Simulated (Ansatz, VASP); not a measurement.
**Cd3In3O2: VASP beside Ansatz**

```
Cd In O
1.0
     3.30000    0.00000    0.00000
    -1.65000    2.85788    0.00000
     0.00000    0.00000   16.80000
Cd In O
3 3 2
Direct
  0.33333 0.66667 0.19000
  0.66667 0.33333 0.81000
  0.00000 0.00000 0.50000
  0.00000 0.00000 0.00000
  0.33333 0.66667 0.65500
  0.66667 0.33333 0.34500
  0.33333 0.66667 0.06500
  0.66667 0.33333 0.93500
```

Alike in both runs: task relaxation of cell and atoms; functional PBE; k mesh 6 × 6 × 1; occupations gaussian, width 0.2 eV; no spin polarisation.

|  | VASP | Ansatz |
| --- | --- | --- |
| version | VASP 6.6.1 | Ansatz 0.2.0 |
| potentials or method | VASP PAW PBE potentials, release 64 (Cd, In_d, O), cutoff 600 eV | scalar-relativistic, plane waves, PAW |
| valence electrons in the cell | 87 | 111 |

```csv
,VASP,Ansatz,Ansatz less VASP
"gap on the k mesh at the Fermi level, each at its own relaxed structure (eV)",none,none,-
relaxed volume (Å³/atom),20.65,20.49,-0.154
relaxed length of the cell vector where the two differ most in proportion (Å),17.120,17.071,-0.0489
```

A gap of «none» marks a metal or a gap that the smearing closes. VASP's potentials hold 87 valence electrons a cell and Ansatz's 111, so a difference there can come from the potentials and not from the codes.

The k mesh is coarse, so the values compare programs but aren't converged.
